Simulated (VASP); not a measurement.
Here is a VASP 6.6.1 calculation.

INCAR

```
ALGO = Normal
EDIFF = 1E-6
EDIFFG = -0.01
ENCUT = 600
GGA = PE
IBRION = 2
ISIF = 3
ISMEAR = -1
LASPH = True
LCHARG = False
LREAL = False
LWAVE = False
NELM = 60
NSW = 80
PREC = Accurate
PSTRESS = 50.0
SIGMA = 0.1
```

KPOINTS

```
k-points
0
Gamma
  7 7 4
```

The input POSCAR:

```
Bi
1.0
    3.6700000000      0.0000000000      0.0000000000
   -1.8350000000      3.1783132319      0.0000000000
    0.0000000000      0.0000000000      5.9931100000
Bi
2
Direct
    0.3333333333      0.6666666667      0.2500000000
    0.6666666667      0.3333333333      0.7500000000
```

Potentials or basis: VASP PAW PBE potentials, release 64 (Bi_d).

The run is started by

```sh
$ cat potpaw_PBE.64/Bi_d/POTCAR > POTCAR
$ mpirun -np 1 vasp_std > vasp.out
```

Question: Predict the space group after relaxing (to 0.1 Å).

Answer: P6_3/mmc (No. 194).

Question: What does it give for the relaxed cell?

Answer: a = 3.481 Å, b = 3.481 Å, c = 5.586 Å, α = 90.00°, β = 90.00°, γ = 120.00°.

Question: Estimate the relaxed volume.

Answer: 29.30 Å³/atom.

The path:
| step | energy change (eV) | largest force (eV/Å) | pressure (GPa) | volume (Å³) |
| --- | --- | --- | --- | --- |
| 1 | 0.0000 | 0.0000 | -3.98 | 69.91 |
| 2 | 0.4162 | 0.0000 | 16.60 | 51.90 |
| 3 | -0.0181 | 0.0000 | 4.82 | 58.81 |
| 4 | -0.0117 | 0.0000 | 5.09 | 58.60 |
| 5 | -0.0127 | 0.0000 | 5.05 | 58.56 |
| 6 | -0.0124 | 0.0000 | 5.07 | 58.55 |
| 7 | -0.0124 | 0.0000 | 5.08 | 58.54 |
| 8 | -0.0163 | 0.0000 | 4.91 | 58.67 |
| 9 | -0.0145 | 0.0000 | 5.01 | 58.61 |

Caveat: the cell is relaxed towards a set pressure, so the run minimises the enthalpy, not the energy; the volume moved by over 15 % at a fixed basis, so the end points are rough.
